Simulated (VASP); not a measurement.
Runs of VASP 6.6.1 on Cd. The structure is that of space group P6_3/mmc (No. 194), or close to it. The cells are those of the table. 

```tsv
task	level	cell	cutoff (eV)	smearing	gap on the mesh (eV)	pressure (GPa)	relaxed volume (Å³/atom)
relaxation of cell and atoms	PBEsol	relaxed from a = 2.979, b = 2.979, c = 5.618 Å, angles 90.0, 90.0, 120.0°, 2 atoms	600	fermi-dirac 0.08 eV	none	0.0	20.87
single point	PBEsol	a = 2.992, b = 2.992, c = 5.363 Å, angles 90.0, 90.0, 120.0°, 2 atoms	520	fermi-dirac 0.08 eV	none	(a)	-
relaxation of cell and atoms	RPBE	relaxed from a = 2.979, b = 2.979, c = 5.618 Å, angles 90.0, 90.0, 120.0°, 2 atoms	600	methfessel-paxton 0.001 eV	none	0.0	24.31
single point	RPBE	a = 3.119, b = 3.119, c = 5.754 Å, angles 90.0, 90.0, 120.0°, 2 atoms	520	methfessel-paxton 0.001 eV	none	0.2	-
```

Alike in all rows: potentials or basis VASP PAW PBE potentials, release 64 (Cd); no spin polarisation; k mesh 14 × 14 × 8.

Question: Fill in the values left out.

Answer: (a) 0.4.

Caveats: the PAW data sets were made with another functional, which shifts forces and pressure a little.

A k mesh can miss the band edges, and the runs leave out spin-orbit coupling on Cd.

A gap of «none» marks levels without a gap at the run's occupations.
